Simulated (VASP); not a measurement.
# SBa in VASP: single point with AM05

Aim: the single point of SBa with AM05.

All numbers are computed with VASP 6.6.1; they aren't measurements. Logs are shortened: lines on timing, memory, paths and dates and some standing lists are left out, and cuts for length are marked.

## Step 1: The cell of the first run

The cell holds a molecule in a box, 2 atoms: a = 9.000 Å, b = 9.000 Å, c = 12.000 Å, α = 90.00°, β = 90.00°, γ = 90.00°.

## Step 2: Single point, AM05

POSCAR reads:

```
BaS
1.0
    9.0000000000      0.0000000000      0.0000000000
    0.0000000000      9.0000000000      0.0000000000
    0.0000000000      0.0000000000     12.0000000000
S Ba
1 1
Direct
    0.5014444400      0.5023333300      0.3983583300
    0.5014444400      0.5023333300      0.6073083300
```

INCAR.step1 reads:

```
  ISMEAR = 0
  SIGMA = 0.03
  LWAVE = True
  LCHARG = True
  ISIF = 0
  NELM = 100
  ALGO = Normal
  PREC = Accurate
  LASPH = True
  LREAL = False
  EDIFF = 1E-5
  GGA_COMPAT = False
  ENCUT = 400
  EFERMI = MIDGAP
  NELMDL = -8
  GGA = PE
```

INCAR.step2 reads:

```
  GGA = AM
  ISMEAR = 0
  SIGMA = 0.03
  LWAVE = False
  LCHARG = False
  ISIF = 0
  NELM = 100
  ALGO = All
  PREC = Accurate
  LASPH = True
  LREAL = False
  EDIFF = 1E-6
  GGA_COMPAT = False
  ENCUT = 400
  EFERMI = MIDGAP
  NELMDL = -8
  ISTART = 1
  ISEARCH = 1
```

KPOINTS reads:

```
k-points
0
Gamma
  1 1 1
```

Potentials or basis: VASP PAW PBE potentials, release 64 (S, Ba_sv).

On the command line:

```
$ cat potpaw_PBE.64/S/POTCAR potpaw_PBE.64/Ba_sv/POTCAR > POTCAR
$ cp INCAR.step1 INCAR
$ mpirun -np 1 vasp_gam > vasp.out
$ cp INCAR.step2 INCAR
$ mpirun -np 1 vasp_gam > vasp.out
```

OUTCAR:

```text
GGA = AM
   ISMEAR = 0
   ISIF = 0
   NELM = 100
   PREC = Accurate
   LASPH = True
   LREAL = False
   EDIFF = 1E-6
   ENCUT = 400
   EFERMI = MIDGAP
   NELMDL = -8
   ISTART = 1

 Found      1 irreducible k-points:

 Following reciprocal coordinates:
            Coordinates               Weight
  0.000000  0.000000  0.000000      1.000000
   k-points           NKPTS =      1   k-points in BZ     NKDIM =      1   number of bands    NBANDS=     12
   number of dos      NEDOS =    301   number of ions     NIONS =      2
   total plane-waves  NPLWV = 288000
   dimension x,y,z NGX =    60 NGY =   60 NGZ =   80
   dimension x,y,z NGXF=   120 NGYF=  120 NGZF=  160
   ions per type =               1   1
   NGX,Y,Z   is equivalent  to a cutoff of  11.08, 11.08, 11.08 a.u.
   NGXF,Y,Z  is equivalent  to a cutoff of  22.17, 22.17, 22.17 a.u.
 SYSTEM =  unknown system
   PREC   = accura    normal or accurate (medium, high low for compatibility)
   ISTART =      1    job   : 0-new  1-cont  2-samecut
   ICHARG =      0    charge: 1-file 2-atom 10-const
   ISPIN  =      1    spin polarized calculation?
   LNONCOLLINEAR =      F non collinear calculations
   LSORBIT =      F    spin-orbit coupling
   LASPH  =      T    aspherical Exc in radial PAW
   ENCUT  =  400.0 eV  29.40 Ry    5.42 a.u.  14.68 14.68 19.57*2*pi/ulx,y,z
   NELM   =    100;   NELMIN=  2; NELMDL= -8     # of ELM steps
   EDIFF  = 0.1E-05   stopping-criterion for ELM
   LREAL  =      F    real-space projection
   EDIFFG = 0.1E-04   stopping-criterion for IOM
   NSW    =      0    number of steps for IOM
   IBRION =     -1    ionic relax: 0-MD 1-quasi-New 2-CG
   NFREE  =      0    steps in history (QN), initial steepest desc. (CG)
   ISIF   =      0    stress and relaxation
   ISYM   =      2    0-nonsym 1-usesym 2-fastsym
   POTIM  = 0.5000    time-step for ionic-motion
   TEBEG  =    0.0;   TEEND  =   0.0 temperature during run

   SCALEE = 1.0000    scale energy and forces
   PSTRESS=    0.0 pullay stress
   NELECT =      16.0000    total number of electrons
   NUPDOWN=      -1.0000    fix difference up-down
   EMIN   =  10.00;   EMAX   =-10.00  energy-range for DOS
   EFERMI =   0.00;   METHOD = MIDGAP
   ISMEAR =     0;   SIGMA  =   0.03  broadening in eV -4-tet -1-fermi 0-gaus
   EFERMI_NEDOS =   21; number of points for ismear=-14 and -15
   IALGO  =     58    algorithm
   IMIX   =      4    mixing-type and parameters
     AMIX     =   0.40;   BMIX     =  1.00
     AMIX_MAG =   1.60;   BMIX_MAG =  1.00
  volume/ion in A,a.u.               =     486.00      3279.69
  Fermi-wavevector in a.u.,A,eV,Ry     =   0.416447  0.786970  2.359629  0.173428
  Thomas-Fermi vector in A             =   1.376048
   LORBIT       =      0    0 simple, 1 ext, 2 COOP (PROOUT), +10 PAW based schemes
   GGA     = AM    functional components
   LHFCALC =     F    Hartree Fock is set to
   AEXX    =    0.0000 exact exchange contribution
   IVDW    =     0    specifies the selected vdW correction
   LEPSILON=     F    determine dielectric tensor
   LRPA    =     F    only Hartree local field effects (RPA)

   CSHIFT  =0.1000    complex shift for real part using Kramers Kronig

   OMEGAMAX=  -1.0    maximum frequency
 non-spin polarized calculation
 Gauss-broadening in eV      SIGMA  =   0.03
  energy-cutoff  :      400.00
  volume of cell :      972.00
 maximum number of plane-waves:      8824
 NGX is ok and might be reduce to    60
   NGX = 29   NGY = 29   NGZ = 39

 number of electron      15.9999999 magnetization

 Free energy of the ion-electron system (eV)
  ---------------------------------------------------
  ext. energy  EPLUGINS =         0.00000000
  ---------------------------------------------------
  free energy    TOTEN  =        -5.91742447 eV

  energy without entropy =       -5.91742447  energy(sigma->0) =       -5.91742447

 E-fermi :  -2.5988     XC(G=0):  -1.4588

 val. band max:       -3.4245609150   @ k =   0.0000   0.0000   0.0000
 cond. band min:      -1.7734815658   @ k =   0.0000   0.0000   0.0000
 fundamental gap:      1.6510793492
 Fermi energy:        -2.5988085252

 k-point     1 :       0.0000    0.0000    0.0000
  band No.  band energies     occupation
      1     -31.4966      2.00000
      2     -17.0384      2.00000
      3     -16.8371      2.00000
      4     -16.8371      2.00000
      5     -12.2610      2.00000
      6      -3.4934      2.00000
      7      -3.4934      2.00000
      8      -3.4246      2.00000
      9      -1.7735      0.00000
     10      -0.6313      0.00000
     11      -0.5000      0.00000
     12       0.0741      0.00000

------------------------ aborting loop because EDIFF is reached ----------------------------------------

 VOLUME and BASIS-vectors are now :
 -----------------------------------------------------------------------------
  energy-cutoff  :      400.00
  volume of cell :      972.00
      direct lattice vectors                 reciprocal lattice vectors
     9.000000000  0.000000000  0.000000000     0.111111111  0.000000000  0.000000000
     0.000000000  9.000000000  0.000000000     0.000000000  0.111111111  0.000000000
     0.000000000  0.000000000 12.000000000     0.000000000  0.000000000  0.083333333

 POSITION                                       TOTAL-FORCE (eV/Angst)
 -----------------------------------------------------------------------------------
      4.51300      4.52100      4.78030         0.000000      0.000000     -0.329934
      4.51300      4.52100      7.28770         0.000000      0.000000      0.329934
 -----------------------------------------------------------------------------------
    total drift:                                0.000016      0.000010      0.001680

  FREE ENERGIE OF THE ION-ELECTRON SYSTEM (eV)
  ---------------------------------------------------
  free  energy   TOTEN  =        -5.9174244655 eV

  energy  without entropy=       -5.9174244655  energy(sigma->0) =       -5.91742447
```

It took 2.3 min on 1 thread of Intel Xeon Platinum 8259CL at 2.50GHz (Skylake/Cascade Lake), shared host; peak memory 0.57 GiB.

What came out:

| Item | Value |
| --- | --- |
| Free energy | -5.9174 eV |
| Largest force | 0.330 eV/Å |
| Gap between the frontier levels | 1.65 eV |

Forces in eV/Å, atoms in the order of the input:
```
S    0.000  0.000 -0.330
Ba   0.000  0.000  0.330
```

Caveat: the PAW data sets were made with another functional, which shifts forces and pressure a little; spin-orbit coupling is left out, which moves the levels of the heavy elements.
